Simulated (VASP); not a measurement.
# NiCl (P6_3/mmc) in VASP: notebook

NiCl is run at these levels: PBE; tasks: single point, relaxation of cell and atoms.

Program: VASP 6.6.1. These are calculated values, not measurements. Logs are shortened: lines on timing, memory, paths and dates and some standing lists are left out, and cuts for length are marked.

### Step 1. The cell of the first run

It takes space group P6_3/mmc (No. 194, hexagonal). The conventional cell has a = 3.458 Å, b = 3.458 Å, c = 9.199 Å, α = 90.00°, β = 90.00°, γ = 120.00°. Ni (site symmetry -6m2) has 3 Cl at 2.00 Å within 2.6 Å. Cl (site symmetry -6m2) has 3 Ni at 2.00 Å within 2.6 Å.

### Step 2. Single point, PBE, collinear spin, ferromagnetic start

INCAR

```
SYSTEM = NiCl
PREC = Accurate
ENCUT = 520
EDIFF = 1E-6
ISMEAR = 0
SIGMA = 0.1
LREAL = .FALSE.
LASPH = .TRUE.
NELM = 150
ALGO = Normal
ISIF = 2
LWAVE = .FALSE.
LCHARG = .TRUE.
ISPIN = 2
MAGMOM = 2 2 0 0
LORBIT = 11
LMAXMIX = 4
GGA = PE
LELF = .TRUE.
LVHAR = .TRUE.
NBANDS = 29
```

KPOINTS

```
regular mesh
0
G
  6 6 2
  0 0 0
```

POSCAR

```
NiCl
1.0
    3.4580348618      0.0000000000      0.0000000000
   -1.7290174310      2.9947460375      0.0000000000
    0.0000000000      0.0000000000      9.1991765715
Ni Cl
2 2
Direct
    0.3333333333      0.6666666667      0.2500000000
    0.6666666667      0.3333333333      0.7500000000
    0.3333333333      0.6666666667      0.7500000000
    0.6666666667      0.3333333333      0.2500000000
```

Potentials or basis: VASP PAW PBE potentials, release 64 (Ni, Cl).

On the command line:

```sh
> cat potpaw_PBE.64/Ni/POTCAR potpaw_PBE.64/Cl/POTCAR > POTCAR
> mpirun -np 1 vasp_std > vasp.out
```

OUTCAR:

```text
SYSTEM = NiCl
   PREC = Accurate
   ENCUT = 520
   EDIFF = 1E-6
   ISMEAR = 0
   LREAL = .FALSE.
   LASPH = .TRUE.
   NELM = 150
   ISIF = 2
   ISPIN = 2
   LORBIT = 11
   GGA = PE

 ion  position               nearest neighbor table
   1  0.333  0.667  0.250-   4 2.00   4 2.00   4 2.00
   2  0.667  0.333  0.750-   3 2.00   3 2.00   3 2.00
   3  0.333  0.667  0.750-   2 2.00   2 2.00   2 2.00
   4  0.667  0.333  0.250-   1 2.00   1 2.00   1 2.00

  LATTYP: Found a hexagonal cell.
 ALAT       =     3.4580348618
 C/A-ratio  =     2.6602324555

  Lattice vectors:

 A1 = (   3.4580348618,   0.0000000000,   0.0000000000)
 A2 = (  -1.7290174310,   2.9947460375,   0.0000000000)
 A3 = (   0.0000000000,   0.0000000000,   9.1991765715)

Analysis of symmetry for initial positions (statically):
=====================================================================
 Subroutine PRICEL returns:
 Original cell was already a primitive cell.

 Routine SETGRP: Setting up the symmetry group for a
 hexagonal supercell.

 Subroutine GETGRP returns: Found 24 space group operations
 (whereof 12 operations were pure point group operations)
 out of a pool of 24 trial point group operations.

The static configuration has the point symmetry D_3d.
 The point group associated with its full space group is D_6h.

Analysis of symmetry for dynamics (positions and initial velocities):
=====================================================================
 Subroutine PRICEL returns:
 Original cell was already a primitive cell.

 Routine SETGRP: Setting up the symmetry group for a
 hexagonal supercell.

 Subroutine GETGRP returns: Found 24 space group operations
 (whereof 12 operations were pure point group operations)
 out of a pool of 24 trial point group operations.

The dynamic configuration has the point symmetry D_3d.
 The point group associated with its full space group is D_6h.

Analysis of structural, dynamic, and magnetic symmetry:
=====================================================================
 Subroutine PRICEL returns:
 Original cell was already a primitive cell.

 Routine SETGRP: Setting up the symmetry group for a
 hexagonal supercell.

 Subroutine GETGRP returns: Found 24 space group operations
 (whereof 12 operations were pure point group operations)
 out of a pool of 24 trial point group operations.

The overall configuration has the point symmetry D_3d.
 The point group associated with its full space group is D_6h.

[... 117 lines left out ...]
   LHFCALC =     F    Hartree Fock is set to
   AEXX    =    0.0000 exact exchange contribution
   IVDW    =     0    specifies the selected vdW correction
   LEPSILON=     F    determine dielectric tensor
   LRPA    =     F    only Hartree local field effects (RPA)
 spin polarized calculation
 Gauss-broadening in eV      SIGMA  =   0.10
  energy-cutoff  :      520.00
  volume of cell :       95.27
 maximum number of plane-waves:      2593
 NGX is ok and might be reduce to    28
   NGX = 13   NGY = 13   NGZ = 35

 number of electron      33.9999984 magnetization       0.2317821

 Free energy of the ion-electron system (eV)
  ---------------------------------------------------
  ext. energy  EPLUGINS =         0.00000000
  ---------------------------------------------------
  free energy    TOTEN  =       -13.66355263 eV

  energy without entropy =      -13.64420715  energy(sigma->0) =      -13.65387989

 E-fermi :   2.6392     XC(G=0):  -8.0481

 val. band max:        2.6347916916   @ k =   0.3333   0.1667   0.0000
 cond. band min:       2.7302671404   @ k =   0.3333   0.3333   0.0000
 fundamental gap:      0.0954754488
 Fermi energy:         2.6391561976

 spin component 1

 k-point     1 :       0.0000    0.0000    0.0000
  band No.  band energies     occupation
      1     -15.5167      1.00000
      2     -15.5007      1.00000
      3      -4.2261      1.00000
      4      -4.2261      1.00000
      5      -4.2238      1.00000
      6      -4.2238      1.00000
[... 437 lines left out ...]
     28      12.3480      0.00000
     29      13.9757      0.00000
 Fermi energy:         2.6391561976

 spin component 2

 k-point     1 :       0.0000    0.0000    0.0000
  band No.  band energies     occupation
      1     -15.5024      1.00000
      2     -15.4863      1.00000
      3      -4.2084      1.00000
      4      -4.2084      1.00000
      5      -4.2061      1.00000
      6      -4.2061      1.00000
[... 437 lines left out ...]
     28      12.3635      0.00000
     29      13.9871      0.00000

------------------------ aborting loop because EDIFF is reached ----------------------------------------

  FORCE on cell =-STRESS in cart. coord.  units (eV):
  Direction    XX          YY          ZZ          XY          YZ          ZX
  --------------------------------------------------------------------------------------
  -------------------------------------------------------------------------------------
  Total       12.7848926     12.7848926     -0.0655389     -0.0000000     -0.0000000      0.0000000
  in kB      215.0152901    215.0152901     -1.1022277     -0.0000000     -0.0000000      0.0000000
  external PRESSURE =     142.9761175 kB  Pullay stress =       0.0000000 kB

 VOLUME and BASIS-vectors are now :
 -----------------------------------------------------------------------------
  energy-cutoff  :      520.00
  volume of cell :       95.27
      direct lattice vectors                 reciprocal lattice vectors
     3.458034862  0.000000000  0.000000000     0.289181584  0.166959066  0.000000000
    -1.729017431  2.994746038  0.000000000     0.000000000  0.333918131  0.000000000
     0.000000000  0.000000000  9.199176572     0.000000000  0.000000000  0.108705382

 POSITION                                       TOTAL-FORCE (eV/Angst)
 -----------------------------------------------------------------------------------
     -0.00000      1.99650      2.29979        -0.000000      0.000000      0.000000
      1.72902      0.99825      6.89938         0.000000     -0.000000      0.000000
     -0.00000      1.99650      6.89938        -0.000000      0.000000     -0.000000
      1.72902      0.99825      2.29979         0.000000     -0.000000     -0.000000
 -----------------------------------------------------------------------------------
    total drift:                               -0.000000      0.000000      0.000000

  FREE ENERGIE OF THE ION-ELECTRON SYSTEM (eV)
  ---------------------------------------------------
  free  energy   TOTEN  =       -13.6635526347 eV

  energy  without entropy=      -13.6442071465  energy(sigma->0) =      -13.65387989

 total charge

# of ion       s       p       d       tot
------------------------------------------
    1        0.484   0.569   8.639   9.692
    2        0.484   0.569   8.639   9.692
    3        1.587   3.574   0.000   5.161
    4        1.587   3.574   0.000   5.161
--------------------------------------------------
tot          4.142   8.286  17.277  29.706

 magnetization (x)

# of ion       s       p       d       tot
------------------------------------------
    1       -0.000   0.000   0.100   0.100
    2       -0.000   0.000   0.100   0.100
    3        0.000   0.013   0.000   0.014
    4        0.000   0.013   0.000   0.014
--------------------------------------------------
tot          0.000   0.027   0.200   0.227
```

OSZICAR:

```text
N       E                     dE             d eps       ncg     rms          rms(c)
DAV:   1     0.285511025674E+03    0.28551E+03   -0.14912E+04  1624   0.120E+03
DAV:   2     0.212037457776E+02   -0.26431E+03   -0.24259E+03  1708   0.284E+02
DAV:   3    -0.127743073611E+02   -0.33978E+02   -0.33238E+02  1971   0.115E+02
DAV:   4    -0.137987442825E+02   -0.10244E+01   -0.10214E+01  1865   0.210E+01
DAV:   5    -0.138301191680E+02   -0.31375E-01   -0.31367E-01  2100   0.371E+00    0.198E+01
DAV:   6    -0.139162363751E+02   -0.86117E-01   -0.67179E+00  1980   0.413E+01    0.135E+01
DAV:   7    -0.134246043568E+02    0.49163E+00   -0.48064E+00  1819   0.390E+01    0.685E+00
DAV:   8    -0.132498747924E+02    0.17473E+00   -0.43114E-01  2078   0.103E+01    0.208E+00
DAV:   9    -0.135918529352E+02   -0.34198E+00   -0.25350E-01  1941   0.265E+00    0.826E-01
DAV:  10    -0.136631814442E+02   -0.71329E-01   -0.10182E-01  1954   0.237E+00    0.205E-01
DAV:  11    -0.136633944049E+02   -0.21296E-03   -0.53154E-03  1804   0.648E-01    0.143E-01
DAV:  12    -0.136634864846E+02   -0.92080E-04   -0.51608E-04  2086   0.179E-01    0.686E-02
DAV:  13    -0.136635371217E+02   -0.50637E-04   -0.78730E-05  1989   0.725E-02    0.394E-02
DAV:  14    -0.136635502079E+02   -0.13086E-04   -0.18681E-05  1856   0.393E-02    0.957E-03
DAV:  15    -0.136635517157E+02   -0.15078E-05   -0.18407E-06  1747   0.127E-02    0.391E-03
DAV:  16    -0.136635526347E+02   -0.91901E-06   -0.85611E-07  1389   0.765E-03
   1 F= -.13663553E+02 E0= -.13653880E+02  d E =-.193455E-01  mag=     0.2320
```

stdout:

```text
POSCAR found type information on POSCAR NiCl
 POSCAR found :  2 types and       4 ions
 scaLAPACK will be used
 LDA part: xc-table for (Slater+PW92), standard interpolation
 POSCAR, INCAR and KPOINTS ok, starting setup
 FFT: planning ... GRIDC
 FFT: planning ... GRID_SOFT
 FFT: planning ... GRID
 WAVECAR not read
 entering main loop
```

Wall time 50 s (1 thread of Intel Xeon 6975P-C (Granite Rapids), shared host); peak memory 0.27 GiB.

What came out:

```yaml
Free_energy: -13.6636 eV
Pressure: 14.3 GPa
Net_moment: 0.23 μB per cell
Site_moments: Ni +0.10; Cl +0.01 μB
Valence_electrons_inside_the_program's_atomic_spheres: Ni 9.69; Cl 5.16
```

Caveat: the stress differs along the axes, from -0 to 22 GPa; semilocal functionals often make such compounds metallic where correlation or magnetic order opens a gap, which also shifts bond lengths. With open d or f shells a metallic result of PBE can be an artefact of self-interaction; +U or a hybrid may open a gap.

### Step 3. Single point, PBE, collinear spin, ferromagnetic start

This run uses another cell than the first one, of 27.42 Å³/atom.

INCAR

```
SYSTEM = NiCl
PREC = Accurate
ENCUT = 520
EDIFF = 1E-6
ISMEAR = 0
SIGMA = 0.1
LREAL = .FALSE.
LASPH = .TRUE.
NELM = 150
ALGO = Normal
ISIF = 2
LWAVE = .FALSE.
LCHARG = .FALSE.
ISPIN = 2
MAGMOM = 0.19 0.19 0.02 0.02
LORBIT = 11
LMAXMIX = 4
GGA = PE
NBANDS = 29
```

KPOINTS

```
Automatic mesh
0
G
  6 6 2
  0 0 0
```

POSCAR

```
NiCl
1.0
    3.7484591339      0.0000000001      0.0000000000
   -1.8742295670      3.2462608350      0.0000000000
    0.0000000000      0.0000000000      9.0134224455
Ni Cl
2 2
Direct
    0.3333333333      0.6666666667      0.2500000000
    0.6666666667      0.3333333333      0.7500000000
    0.3333333333      0.6666666667      0.7500000000
    0.6666666667      0.3333333333      0.2500000000
```

Potentials or basis: VASP PAW PBE potentials, release 64 (Ni, Cl).

On the command line:

```sh
> cat potpaw_PBE.64/Ni/POTCAR potpaw_PBE.64/Cl/POTCAR > POTCAR
> mpirun -np 1 vasp_std > vasp.out
```

Run time: 49 s. Hardware: 1 thread of Intel Xeon 6975P-C (Granite Rapids), shared host; peak memory 0.29 GiB.

It converged, with:

- Free energy: -14.5817 eV
- Pressure: 0.0 GPa
- Net moment: 1.10 μB per cell
- Site moments: Ni +0.50; Cl +0.04 μB
- Valence electrons inside the program's atomic spheres: Ni 9.23; Cl 5.09

Stress tensor (GPa, compression positive):
```
 0.07  0.00  0.00
 0.00  0.07  0.00
 0.00  0.00 -0.14
```

Levels at points of the mesh, in eV from the Fermi level:
Spin up:
| k point | band 14 | band 15 | band 16 | band 17 | band 18 | band 19 | band 20 | band 21 | band 22 | band 23 |
| --- | --- | --- | --- | --- | --- | --- | --- | --- | --- | --- |
| (0.00, 0.00, 0.00) | -0.78 | 0.60 | 0.60 | 0.61 | 0.61 | 1.37 | 2.39 | 4.26 | 6.14 | 7.20 |
| (0.50, 0.00, 0.00) | -0.96 | -0.75 | -0.67 | -0.59 | -0.57 | 4.18 | 4.20 | 4.51 | 4.58 | 6.37 |
| (0.00, 0.00, 0.50) | -0.91 | 0.60 | 0.60 | 0.60 | 0.60 | 1.79 | 1.79 | 5.05 | 5.05 | 7.24 |
| (0.50, 0.00, 0.50) | -0.96 | -0.71 | -0.71 | -0.57 | -0.57 | 3.98 | 3.98 | 4.69 | 4.69 | 7.02 |
Spin down:
| k point | band 12 | band 13 | band 14 | band 15 | band 16 | band 17 | band 18 | band 19 | band 20 | band 21 |
| --- | --- | --- | --- | --- | --- | --- | --- | --- | --- | --- |
| (0.00, 0.00, 0.00) | -0.53 | -0.53 | -0.50 | 0.98 | 0.98 | 0.99 | 0.99 | 1.48 | 2.49 | 4.30 |
| (0.50, 0.00, 0.00) | -0.63 | -0.57 | -0.56 | -0.49 | -0.39 | -0.02 | -0.01 | 4.27 | 4.29 | 4.64 |
| (0.00, 0.00, 0.50) | -0.54 | -0.54 | -0.54 | 0.98 | 0.98 | 0.98 | 0.98 | 1.88 | 1.88 | 5.12 |
| (0.50, 0.00, 0.50) | -0.64 | -0.56 | -0.56 | -0.43 | -0.43 | -0.02 | -0.02 | 4.06 | 4.06 | 4.79 |

Caveat: semilocal functionals often make such compounds metallic where correlation or magnetic order opens a gap, which also shifts bond lengths.

### Step 4. Relaxation of cell and atoms, PBE, collinear spin, ferromagnetic start

INCAR

```
SYSTEM = NiCl
PREC = Accurate ; ENCUT = 600
EDIFF = 1E-6 ; ISMEAR = 0
SIGMA = 0.1 ; LREAL = .FALSE.
LASPH = .TRUE. ; NELM = 150
ALGO = Normal ; ISIF = 3
LWAVE = .FALSE. ; LCHARG = .FALSE.
ISPIN = 2 ; MAGMOM = 0.19 0.19 0.02 0.02
LORBIT = 11 ; LMAXMIX = 4
GGA = PE ; IBRION = 2
NSW = 90 ; EDIFFG = -0.04
```

KPOINTS is that of step 3.

POSCAR

```
NiCl
1.0
    3.4580348618      0.0000000000      0.0000000000
   -1.7290174310      2.9947460375      0.0000000000
    0.0000000000      0.0000000000      9.1991765715
Ni Cl
2 2
Direct
    0.3333333333      0.6666666667      0.2500000000
    0.6666666667      0.3333333333      0.7500000000
    0.3333333333      0.6666666667      0.7500000000
    0.6666666667      0.3333333333      0.2500000000
```

On the command line:

```sh
> cat potpaw_PBE.64/Ni/POTCAR potpaw_PBE.64/Cl/POTCAR > POTCAR
> mpirun -np 1 vasp_std > vasp.out
```

Run time: 2 min. Hardware: 1 thread of Intel Xeon 6975P-C (Granite Rapids), shared host; peak memory 0.31 GiB.

It converged, with:

* Free energy: -14.5770 eV
* Relaxed volume: 28.04 Å³/atom
* Relaxed cell: a = 3.753 Å, b = 3.753 Å, c = 9.195 Å, α = 90.00°, β = 90.00°, γ = 120.00°
* Space group after relaxing (to 0.1 Å): P6_3/mmc (No. 194)
* Energy gained by relaxing: 228.1 meV/atom
* Ionic steps: 3
* Pressure after relaxing: -0.2 GPa
* Net moment: 1.10 μB per cell
* Site moments: Ni +0.50; Cl +0.04 μB
* Valence electrons inside the program's atomic spheres: Ni 9.22; Cl 5.09

Step by step:
| step | energy change (eV) | largest force (eV/Å) | pressure (GPa) | volume (Å³) |
| --- | --- | --- | --- | --- |
| 1 | 0.0000 | 0.0000 | 14.30 | 95.27 |
| 2 | -0.5970 | 0.0000 | -4.11 | 126.81 |
| 3 | -0.9124 | 0.0000 | -0.15 | 112.17 |

Final structure:
```cif
data_structure
_symmetry_space_group_name_H-M 'P 1'
_symmetry_Int_Tables_number 1
_cell_length_a 3.7531
_cell_length_b 3.7531
_cell_length_c 9.1953
_cell_angle_alpha 90.000
_cell_angle_beta 90.000
_cell_angle_gamma 120.000
_cell_volume 112.17
loop_
_atom_site_label
_atom_site_type_symbol
_atom_site_fract_x
_atom_site_fract_y
_atom_site_fract_z
_atom_site_occupancy
Ni1 Ni 0.33333 0.66667 0.25000 1
Ni2 Ni 0.66667 0.33333 0.75000 1
Cl1 Cl 0.33333 0.66667 0.75000 1
Cl2 Cl 0.66667 0.33333 0.25000 1
```

Levels at points of the mesh, in eV from the Fermi level:
Spin up:
| k point | band 15 | band 16 | band 17 | band 18 | band 19 | band 20 | band 21 |
| --- | --- | --- | --- | --- | --- | --- | --- |
| (0.00, 0.00, 0.00) | 0.59 | 0.59 | 0.60 | 0.60 | 1.37 | 2.34 | 4.18 |
| (0.50, 0.00, 0.00) | -0.75 | -0.67 | -0.59 | -0.57 | 4.17 | 4.21 | 4.50 |
| (0.00, 0.00, 0.50) | 0.59 | 0.59 | 0.59 | 0.59 | 1.77 | 1.77 | 4.97 |
| (0.50, 0.00, 0.50) | -0.71 | -0.71 | -0.58 | -0.58 | 3.99 | 3.99 | 4.66 |
Spin down:
```
           k point  band 12  band 13  band 14  band 15  band 16  band 17  band 18  band 19  band 20  band 21
(0.00, 0.00, 0.00)    -0.53    -0.53    -0.51     0.97     0.97     0.98     0.98     1.47     2.44     4.23
(0.50, 0.00, 0.00)    -0.62    -0.56    -0.55    -0.48    -0.39    -0.02    -0.01     4.28     4.28     4.61
(0.00, 0.00, 0.50)    -0.53    -0.53    -0.53     0.98     0.98     0.98     0.98     1.86     1.86     5.04
(0.50, 0.00, 0.50)    -0.64    -0.56    -0.56    -0.43    -0.43    -0.02    -0.02     4.08     4.08     4.76
```

Caveat: the volume moved by over 15 % at a fixed basis, so the end points are rough; semilocal functionals often make such compounds metallic where correlation or magnetic order opens a gap, which also shifts bond lengths. With open d or f shells a metallic result of PBE can be an artefact of self-interaction; +U or a hybrid may open a gap.

### Step 5. The runs side by side

| task | cell | cutoff (eV) | gap on the mesh (eV) | pressure (GPa) | moment (μB) |
| --- | --- | --- | --- | --- | --- |
| single point | a = 3.458, b = 3.458, c = 9.199 Å, angles 90.0, 90.0, 120.0°, 4 atoms | 520 | none | 14.3 | 0.23 |
| single point | a = 3.748, b = 3.748, c = 9.013 Å, angles 90.0, 90.0, 120.0°, 4 atoms | 520 | none | 0.0 | 1.10 |
| relaxation of cell and atoms | relaxed from a = 3.458, b = 3.458, c = 9.199 Å, angles 90.0, 90.0, 120.0°, 4 atoms | 600 | none | -0.2 | 1.10 |

Alike in all rows: level PBE; potentials or basis VASP PAW PBE potentials, release 64 (Ni, Cl); spin collinear, ferromagnetic start; k mesh 6 × 6 × 2; smearing gaussian 0.1 eV.

Caveats: semilocal functionals often make such compounds metallic where correlation or magnetic order opens a gap, which also shifts bond lengths; the stress differs along the axes, from -0 to 22 GPa (at least some runs); the volume moved by over 15 % at a fixed basis, so the end points are rough (at least some runs).

Absolute energies hang on the potentials; compare differences alone.

The gap in the log of VASP goes by the Fermi energy; the results here count the filled bands.